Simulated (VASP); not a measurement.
Wanted: the native input for a VASP 6.6.1 run.

| Quantity | Value |
| --- | --- |
| Task | electric field gradients |
| Functional | PBE |
| Potentials or basis | VASP PAW PBE potentials, release 64 (Sr_sv, Ti_sv, O) |
| Cutoff | 520 eV |
| k mesh | 7 × 7 × 7 |
| Occupations | fermi-dirac, width 0.05 eV |
| Spin | no spin polarisation |
| Dipole correction | no |
| Further INCAR settings | ALGO = Normal; EDIFF = 1e-08; NBANDS = 28 |

The structure of SrTiO3 lies in POSCAR:

```
SrTiO3
1.0
    3.9050000000     -0.0390500000     -0.0390500000
   -0.0390500000      3.9050000000     -0.0390500000
   -0.0390500000     -0.0390500000      3.9050000000
Sr Ti O
1 1 3
Direct
    0.0000000000      0.0000000000      0.0000000000
    0.5000000000      0.5000000000      0.5000000000
    0.0000000000      0.5000000000      0.5000000000
    0.5000000000      0.0000000000      0.5000000000
    0.5000000000      0.5000000000      0.0000000000
```

This cell differs from its parent crystal: equal xy, yz and zx shear strains of -2 %.

One way to write it, as run:

INCAR

```
SYSTEM = SrTiO3
PREC     = Accurate       ! precision mode
ENCUT    = 520            ! plane-wave cutoff, eV
EDIFF    = 1E-8           ! SCF threshold, eV
ISMEAR   = -1             ! smearing method
SIGMA    = 0.05           ! smearing width, eV
LREAL    = .False.        ! projectors in reciprocal space
LASPH    = .True.         ! aspherical terms in the spheres
NELM     = 60             ! most SCF steps
ALGO     = Normal         ! electronic algorithm
ISIF     = 2              ! what is computed and relaxed
LWAVE    = .False.        ! write WAVECAR
LCHARG   = .False.        ! write CHGCAR
GGA      = PE             ! functional
LEFG     = .True.       
NBANDS   = 28             ! bands
```

KPOINTS

```
regular mesh
0
Gamma
  7 7 7
  0 0 0
```

Potentials or basis: VASP PAW PBE potentials, release 64 (Sr_sv, Ti_sv, O).

Launch:

```sh
$ cat potpaw_PBE.64/Sr_sv/POTCAR potpaw_PBE.64/Ti_sv/POTCAR potpaw_PBE.64/O/POTCAR > POTCAR
$ mpirun -np 1 vasp_std > vasp.out
```

Results of the run:

| Item | Value |
| --- | --- |
| Pressure | 5.1 GPa |
| Band gap on the k mesh | 1.82 eV (least direct gap 2.04 eV) |
| Largest electric field gradient by atom | Sr -11.3; Ti +8.0; O +12.4 V/Å² |

Caveat: the cell differs from its parent crystal (equal xy, yz and zx shear strains of -2 %); the cell stands under pressure; without QUAD_EFG the Cq values of the log hold for a quadrupole moment of 1 mb, not for the nuclei; an odd mesh through Γ misses points on the zone boundary, where band edges can lie.

Run time: 2.7 min on 1 thread of Intel Xeon 8259CL, on a shared host, peak memory 0.22 GiB.
